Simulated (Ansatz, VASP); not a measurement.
Si in VASP and in Ansatz

```
Si
1.0
    10.86000    0.00000    0.00000
     0.00000   10.86000    0.00000
     0.00000    0.00000   10.86000
Si
63
Direct
  0.50232 0.99783 0.99918
  0.62512 0.12546 0.12529
  0.74844 0.25274 0.99912
  0.87747 0.37214 0.12709
  0.74788 0.99785 0.25154
  0.87152 0.12106 0.37895
  0.99706 0.00549 0.99741
  0.12517 0.12482 0.12537
  0.25344 0.24400 0.99710
  0.37275 0.37222 0.12374
  0.49627 0.50210 0.00172
  0.62522 0.62502 0.12534
  0.75424 0.74789 0.00174
  0.87711 0.87797 0.12424
  0.25315 0.00549 0.25343
  0.37829 0.12884 0.37852
  0.50189 0.25272 0.25153
  0.62676 0.37885 0.37524
  0.75405 0.50209 0.24910
  0.88855 0.62937 0.36189
  0.50066 0.99880 0.50100
  0.62514 0.12497 0.62535
  0.74934 0.25150 0.50111
  0.87525 0.37882 0.62361
  0.74953 0.99883 0.74982
  0.87206 0.12881 0.87225
  0.02272 0.49559 0.02302
  0.22944 0.75502 0.02105
  0.37314 0.87800 0.12664
  0.99679 0.24387 0.25367
  0.12337 0.37205 0.37307
  0.22735 0.49557 0.22767
  0.36110 0.62063 0.36123
  0.49610 0.74786 0.24897
  0.62312 0.87143 0.37513
  0.99891 0.99775 0.50266
  0.12511 0.12546 0.62533
  0.25137 0.25273 0.50215
  0.37492 0.37883 0.62719
  0.49523 0.50196 0.49560
  0.62510 0.62542 0.62526
  0.75488 0.74870 0.49569
  0.87541 0.87135 0.62750
  0.25122 0.99775 0.74815
  0.37864 0.12109 0.87178
  0.50088 0.25147 0.74959
  0.62341 0.37882 0.87548
  0.75484 0.50191 0.75501
  0.88902 0.62060 0.88929
  0.02103 0.75483 0.22942
  0.12623 0.87801 0.37334
  0.00136 0.50212 0.49639
  0.12517 0.62496 0.62533
  0.24872 0.74781 0.49612
  0.37471 0.87136 0.62332
  0.99897 0.25275 0.74858
  0.12678 0.37221 0.87780
  0.24884 0.50216 0.75445
  0.36190 0.62939 0.88878
  0.49547 0.74870 0.75492
  0.62711 0.87142 0.87565
  0.00153 0.74776 0.75450
  0.12386 0.87797 0.87743
```

Alike in both runs: functional PBE; dispersion D3(BJ); k mesh 1 × 1 × 1; occupations gaussian, width 0.02 eV; no spin polarisation.

Ansatz relaxed the structure, and its values are those at the end. VASP's run is a single point on that final structure, the one shown.

|  | VASP | Ansatz |
| --- | --- | --- |
| version | VASP 6.6.1 | Ansatz 0.2.0 |
| potentials or method | VASP PAW PBE potentials, release 64 (Si), cutoff 520 eV | scalar-relativistic, plane waves, PAW |
| valence electrons in the cell | 252 | 252 |

```csv
,VASP,Ansatz,Ansatz less VASP
gap on the k mesh at the Fermi level (eV),0.30,0.30,0.000
rms of the force components (eV/Å),0.007,0.007,-0.0004
```
